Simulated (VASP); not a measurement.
A run of VASP 6.6.1 is set up as follows.

INCAR

```
PREC = Accurate
ENCUT = 600
EDIFF = 1E-6
ISMEAR = -1
SIGMA = 0.05
LREAL = False
LASPH = True
NELM = 100
ALGO = Fast
ISIF = 3
LWAVE = False
LCHARG = False
GGA = PE
IBRION = 2
NSW = 60
EDIFFG = -0.01
```

Contents of KPOINTS:

```
regular mesh
0
Gamma
  10 10 10
```

File POSCAR:

```
BeAl3
1.0
   -1.9421910000      1.9421910000      3.8518930000
    1.9421910000     -1.9421910000      3.8518930000
    1.9421910000      1.9421910000     -3.8518930000
Al Be
3 1
Direct
    0.5000000000      0.5000000000      0.0000000000
    0.2500000000      0.7500000000      0.5000000000
    0.7500000000      0.2500000000      0.5000000000
    0.0000000000      0.0000000000      0.0000000000
```

Potentials or basis: VASP PAW PBE potentials, release 64 (Al, Be).

The run is started by

```bash
$ cat potpaw_PBE.64/Al/POTCAR potpaw_PBE.64/Be/POTCAR > POTCAR
$ mpirun -np 1 vasp_std > vasp.out
```

Task: What does it give for the space group after relaxing (to 0.05 Å)?

Result: I4/mmm (No. 139).

Task: What does it give for the relaxed volume?

Result: 14.64 Å³/atom.

Final structure:
```
CELL_PARAMETERS angstrom
-1.94342 1.94342 3.87636
1.94342 -1.94342 3.87636
1.94342 1.94342 -3.87636
ATOMIC_POSITIONS crystal
Al 0.50000 0.50000 0.00000
Al 0.25000 0.75000 0.50000
Al 0.75000 0.25000 0.50000
Be 0.00000 0.00000 0.00000
```
